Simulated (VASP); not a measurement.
# BaHfO3 (P4/mmm) in VASP: single point with r2SCAN

Aim: the single point of BaHfO3 with r2SCAN.

Everything below comes from runs of VASP 6.6.1. Logs are shortened: lines on timing, memory, paths and dates and some standing lists are left out, and cuts for length are marked.

### 1 The cell of the first run

Symmetry: P4/mmm, No. 123, tetragonal system. Conventional cell: a = 4.177 Å, b = 4.177 Å, c = 4.302 Å, α = 90.00°, β = 90.00°, γ = 90.00°. Ba (site symmetry 4/mmm) has 12 O at 2.95 to 3.00 Å and 8 Hf at 3.65 Å within 3.9 Å. Hf (site symmetry 4/mmm) has 6 O at 2.09 to 2.15 Å within 2.8 Å. Within 2.8 Å of O (site symmetry 4/mmm) lie 2 Hf at 2.15 Å. O (site symmetry mmm) has 2 Hf at 2.09 Å within 2.8 Å.

### 2 Single point, r2SCAN, non-collinear spin, zero start, spin-orbit coupling (uniaxial z strain +3.0%)

POSCAR

```
BaHfO3
1.0
    4.1770587708      0.0000000000      0.0000000000
    0.0000000000      4.1770587708      0.0000000000
    0.0000000000      0.0000000000      4.3023705340
Ba Hf O
1 1 3
Direct
    0.0000000000      0.0000000000      0.0000000000
    0.5000000000      0.5000000000      0.5000000000
    0.5000000000      0.5000000000      0.0000000000
    0.5000000000      0.0000000000      0.5000000000
    0.0000000000      0.5000000000      0.5000000000
```

INCAR.step1

```
SYSTEM = BaHfO3
  PREC = Accurate
  ENCUT = 520
  ISMEAR = 0
  SIGMA = 0.01
  LREAL = .False.
  LASPH = .True.
  NELM = 150
  MAGMOM = 0 0 0 0 0 0 0 0 0 0 0 0 0 0 0
  LSORBIT = .True.
  GGA_COMPAT = .False.
  LMAXMIX = 4
  NBANDS = 53
  GGA = PE
  ALGO = Normal
  EDIFF = 1E-4
  LWAVE = .True.
  LCHARG = .False.
```

INCAR.step2

```
SYSTEM = BaHfO3
  PREC = Accurate
  ENCUT = 520
  EDIFF = 1E-6
  ISMEAR = 0
  SIGMA = 0.01
  LREAL = .False.
  LASPH = .True.
  NELM = 150
  ALGO = Normal
  ISIF = 2
  LWAVE = .False.
  LCHARG = .False.
  MAGMOM = 0 0 0 0 0 0 0 0 0 0 0 0 0 0 0
  LORBIT = 11
  LSORBIT = .True.
  GGA_COMPAT = .False.
  LORBMOM = .True.
  LMAXMIX = 4
  METAGGA = R2SCAN
  LMIXTAU = .True.
  NBANDS = 53
  ISTART = 1
```

KPOINTS

```
Automatic mesh
0
Gamma
  6 6 6
  0 0 0
```

Potentials or basis: VASP PAW PBE potentials, release 64 (Ba_sv, Hf_pv, O).

The run is started by

```bash
$ cat potpaw_PBE.64/Ba_sv/POTCAR potpaw_PBE.64/Hf_pv/POTCAR potpaw_PBE.64/O/POTCAR > POTCAR
$ cp INCAR.step1 INCAR
$ mpirun -np 1 vasp_ncl > vasp.out
$ cp INCAR.step2 INCAR
$ mpirun -np 1 vasp_ncl > vasp.out
```

OUTCAR:

```text
SYSTEM = BaHfO3
   PREC = Accurate
   ENCUT = 520
   EDIFF = 1E-6
   ISMEAR = 0
   LREAL = .False.
   LASPH = .True.
   NELM = 150
   ISIF = 2
   LORBIT = 11
   LSORBIT = .True.
   METAGGA = R2SCAN
   ISTART = 1

 ion  position               nearest neighbor table
   1  0.000  0.000  0.000-   3 2.95   3 2.95   3 2.95   3 2.95   5 3.00   4 3.00   5 3.00   5 3.00
                             5 3.00   4 3.00   4 3.00   4 3.00   2 3.65   2 3.65   2 3.65   2 3.65
   2  0.500  0.500  0.500-   4 2.09   5 2.09   4 2.09   5 2.09   3 2.15   3 2.15   1 3.65   1 3.65
                             1 3.65   1 3.65   1 3.65   1 3.65   1 3.65   1 3.65
   3  0.500  0.500  0.000-   2 2.15   2 2.15   1 2.95   1 2.95   1 2.95   1 2.95
   4  0.500  0.000  0.500-   2 2.09   2 2.09   1 3.00   1 3.00   1 3.00   1 3.00
   5  0.000  0.500  0.500-   2 2.09   2 2.09   1 3.00   1 3.00   1 3.00   1 3.00

  LATTYP: Found a simple tetragonal cell.
 ALAT       =     4.1770587708
 C/A-ratio  =     1.0300000000

  Lattice vectors:

 A1 = (   4.1770587708,   0.0000000000,   0.0000000000)
 A2 = (   0.0000000000,   4.1770587708,   0.0000000000)
 A3 = (   0.0000000000,   0.0000000000,   4.3023705340)

Analysis of symmetry for initial positions (statically):
=====================================================================
 Subroutine PRICEL returns:
 Original cell was already a primitive cell.

 Routine SETGRP: Setting up the symmetry group for a
 simple tetragonal supercell.

 Subroutine GETGRP returns: Found 16 space group operations
 (whereof 16 operations were pure point group operations)
 out of a pool of 16 trial point group operations.

The static configuration has the point symmetry D_4h.

Analysis of symmetry for dynamics (positions and initial velocities):
=====================================================================
 Subroutine PRICEL returns:
 Original cell was already a primitive cell.

 Routine SETGRP: Setting up the symmetry group for a
 simple tetragonal supercell.

 Subroutine GETGRP returns: Found 16 space group operations
 (whereof 16 operations were pure point group operations)
 out of a pool of 16 trial point group operations.

The dynamic configuration has the point symmetry D_4h.

Analysis of structural, dynamic, and magnetic symmetry:
=====================================================================
 Subroutine PRICEL returns:
 Original cell was already a primitive cell.

 Routine SETGRP: Setting up the symmetry group for a
[... 1475 lines left out ...]

  FREE ENERGIE OF THE ION-ELECTRON SYSTEM (eV)
  ---------------------------------------------------
  free  energy   TOTEN  =      -108.7195079102 eV

  energy  without entropy=     -108.7195079102  energy(sigma->0) =     -108.71950791

 orbital moment (x)

 # of ion     p       d       tot
 ----------------------------------------
  1        -0.000  -0.000  -0.000
  2         0.000   0.000   0.000
  3         0.000   0.000   0.000
  4        -0.000   0.000  -0.000
  5         0.000   0.000   0.000
 ----------------------------------------
           -0.000   0.000   0.000

 orbital moment (y)

 # of ion     p       d       tot
 ----------------------------------------
  1         0.000   0.000   0.000
  2        -0.000   0.000   0.000
  3        -0.000   0.000  -0.000
  4         0.000   0.000   0.000
  5         0.000   0.000   0.000
 ----------------------------------------
           -0.000   0.000   0.000

 orbital moment (z)

 # of ion     p       d       tot
 ----------------------------------------
  1         0.000   0.000   0.000
  2         0.000   0.000   0.000
  3         0.000   0.000   0.000
  4         0.000   0.000   0.000
  5         0.000   0.000   0.000
 ----------------------------------------
            0.000   0.000   0.000

 Spin-Orbit-Coupling matrix elements

 Ion:    1  E_soc:     -0.3627072
 l=   1
     0.0000000    -0.0603162    -0.0603472
    -0.0603162     0.0000000    -0.0603162
    -0.0603472    -0.0603162     0.0000000
 l=   2
     0.0000000    -0.0000263     0.0000000    -0.0000263    -0.0001028
    -0.0000263     0.0000000    -0.0000736    -0.0000245    -0.0000235
     0.0000000    -0.0000736     0.0000000    -0.0000736     0.0000000
    -0.0000263    -0.0000245    -0.0000736     0.0000000    -0.0000235
    -0.0001028    -0.0000235     0.0000000    -0.0000235     0.0000000
 l=   3
     0.0000000     0.0000000     0.0000000     0.0000000     0.0000000     0.0000000     0.0000000
     0.0000000     0.0000000     0.0000000     0.0000000     0.0000000     0.0000000     0.0000000
     0.0000000     0.0000000     0.0000000     0.0000000     0.0000000     0.0000000     0.0000000
     0.0000000     0.0000000     0.0000000     0.0000000     0.0000000     0.0000000     0.0000000
[... 69 lines left out ...]
 l=   2
     0.0000000     0.0000000     0.0000000     0.0000000     0.0000000
     0.0000000     0.0000000     0.0000000     0.0000000     0.0000000
     0.0000000     0.0000000     0.0000000     0.0000000     0.0000000
     0.0000000     0.0000000     0.0000000     0.0000000     0.0000000
     0.0000000     0.0000000     0.0000000     0.0000000     0.0000000
 l=   3
     0.0000000     0.0000000     0.0000000     0.0000000     0.0000000     0.0000000     0.0000000
     0.0000000     0.0000000     0.0000000     0.0000000     0.0000000     0.0000000     0.0000000
     0.0000000     0.0000000     0.0000000     0.0000000     0.0000000     0.0000000     0.0000000
     0.0000000     0.0000000     0.0000000     0.0000000     0.0000000     0.0000000     0.0000000
     0.0000000     0.0000000     0.0000000     0.0000000     0.0000000     0.0000000     0.0000000
     0.0000000     0.0000000     0.0000000     0.0000000     0.0000000     0.0000000     0.0000000
     0.0000000     0.0000000     0.0000000     0.0000000     0.0000000     0.0000000     0.0000000

 total charge

# of ion       s       p       d       tot
------------------------------------------
    1        2.010   5.645   0.237   7.893
    2        0.329   6.713   1.418   8.459
    3        1.557   3.494   0.000   5.051
    4        1.561   3.517   0.000   5.078
    5        1.561   3.517   0.000   5.078
--------------------------------------------------
tot          7.019  22.885   1.655  31.559

 magnetization (x)

# of ion       s       p       d       tot
------------------------------------------
    1       -0.000   0.000  -0.000  -0.000
    2        0.000   0.000   0.000   0.000
    3        0.000  -0.000   0.000  -0.000
    4       -0.000   0.000   0.000  -0.000
    5        0.000   0.000   0.000   0.000
--------------------------------------------------
tot         -0.000  -0.000   0.000  -0.000

 magnetization (y)

# of ion       s       p       d       tot
------------------------------------------
    1        0.000  -0.000   0.000   0.000
    2        0.000  -0.000   0.000   0.000
    3        0.000   0.000   0.000   0.000
    4        0.000   0.000   0.000   0.000
    5       -0.000   0.000   0.000  -0.000
--------------------------------------------------
tot         -0.000   0.000   0.000   0.000

 magnetization (z)

# of ion       s       p       d       tot
------------------------------------------
    1        0.000   0.000  -0.000  -0.000
    2        0.000  -0.000   0.000  -0.000
    3        0.000   0.000   0.000   0.000
    4        0.000   0.000   0.000   0.000
    5        0.000  -0.000   0.000  -0.000
--------------------------------------------------
tot          0.000  -0.000  -0.000  -0.000
```

OUTCAR.step1:

```text
SYSTEM = BaHfO3
   PREC = Accurate
   ENCUT = 520
   ISMEAR = 0
   LREAL = .False.
   LASPH = .True.
   NELM = 150
   LSORBIT = .True.
   GGA = PE
[... 1633 lines left out ...]
     0.0000000     0.0000000     0.0000000     0.0000000     0.0000000     0.0000000     0.0000000
     0.0000000     0.0000000     0.0000000     0.0000000     0.0000000     0.0000000     0.0000000
     0.0000000     0.0000000     0.0000000     0.0000000     0.0000000     0.0000000     0.0000000
     0.0000000     0.0000000     0.0000000     0.0000000     0.0000000     0.0000000     0.0000000
     0.0000000     0.0000000     0.0000000     0.0000000     0.0000000     0.0000000     0.0000000

=======================================================================

 ========================================================
```

OSZICAR.step1:

```text
N       E                     dE             d eps       ncg     rms          rms(c)
DAV:   1     0.236703769155E+03    0.23670E+03   -0.20346E+04  4240   0.139E+03
DAV:   2    -0.346232017127E+02   -0.27133E+03   -0.25858E+03  5383   0.335E+02
DAV:   3    -0.510403549718E+02   -0.16417E+02   -0.16302E+02  5249   0.775E+01
DAV:   4    -0.514548958297E+02   -0.41454E+00   -0.41394E+00  6279   0.111E+01
DAV:   5    -0.514600295707E+02   -0.51337E-02   -0.51330E-02  5443   0.113E+00    0.613E+01
DAV:   6    -0.445199170274E+02    0.69401E+01   -0.33086E+01  4672   0.340E+01    0.518E+01
DAV:   7    -0.443742405440E+02    0.14568E+00   -0.22172E+00  5494   0.907E+00    0.341E+01
DAV:   8    -0.443676647792E+02    0.65758E-02   -0.38743E-01  4727   0.468E+00    0.128E+01
DAV:   9    -0.443455021092E+02    0.22163E-01   -0.75225E-02  5424   0.159E+00    0.210E+00
DAV:  10    -0.443403773525E+02    0.51248E-02   -0.14557E-02  4943   0.783E-01    0.938E-01
DAV:  11    -0.443405909954E+02   -0.21364E-03   -0.21983E-03  5421   0.280E-01    0.120E-01
DAV:  12    -0.443406128202E+02   -0.21825E-04   -0.77509E-05  3804   0.535E-02
   1 F= -.44340613E+02 E0= -.44340613E+02  d E =-.402153E-36  mag=     0.0000    -0.0000     0.0000
```

Wall time 24 min (1 thread of Oxide Virtual Turin-like, shared host); peak memory 0.49 GiB.

Results:

- Free energy: -108.7195 eV
- Pressure: -5.2 GPa
- Net moment: 0.00 μB per cell
- Valence electrons inside the program's atomic spheres: Ba 7.89; Hf 8.46; O 5.05, 5.08 (each value once)

Stress tensor (GPa, compression positive):
```
-3.13  0.00  0.00
 0.00 -3.13  0.00
 0.00  0.00 -9.29
```

Moments on the atoms (μB; x, y, z):
```
Ba  0.00 0.00 0.00
Hf  0.00 0.00 0.00
O   0.00 0.00 0.00
O   0.00 0.00 0.00
O   0.00 0.00 0.00
```

Caveat: the cell differs from its parent crystal (uniaxial z strain +3.0%); the stress differs along the axes, from -9 to -3 GPa; the PAW data sets were made with another functional, which shifts forces and pressure a little.
